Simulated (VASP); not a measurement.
Here is a VASP 6.6.1 calculation.

The input INCAR:

```
SYSTEM = MgS
ALGO     = Normal         ! electronic algorithm
EDIFF    = 1E-6           ! SCF threshold, eV
ENCUT    = 520            ! plane-wave cutoff, eV
ISIF     = 2              ! what is computed and relaxed
ISMEAR   = 0              ! smearing method
LASPH    = .TRUE.         ! aspherical terms in the spheres
LCHARG   = .FALSE.        ! write CHGCAR
LREAL    = .FALSE.        ! projectors in reciprocal space
LWAVE    = .FALSE.        ! write WAVECAR
NBANDS   = 11             ! bands
NELM     = 60             ! most SCF steps
PREC     = Accurate       ! precision mode
SIGMA    = 0.02           ! smearing width, eV
```

Contents of KPOINTS:

```
k-points
0
G
  8 8 8
  0 0 0
```

File POSCAR:

```
MgS
1.0
    0.0000000000      2.5642154131      2.5642154131
    2.5642154131      0.0000000000      2.5642154131
    2.5642154131      2.5642154131      0.0000000000
Mg S
1 1
Direct
    0.0000000000      0.0000000000      0.0000000000
    0.5000000000      0.5000000000      0.5000000000
```

Potentials or basis: VASP PAW LDA potentials, release 64 (Mg, S).

Run with:

```console
$ cat potpaw_LDA.64/Mg/POTCAR potpaw_LDA.64/S/POTCAR > POTCAR
$ mpirun -np 1 vasp_std > vasp.out
```

(1) Estimate the band gap on the k mesh.

(2) Predict the pressure.

Answers

(1) 2.65 eV, indirect (least direct gap 3.84 eV).

(2) -0.6 GPa.
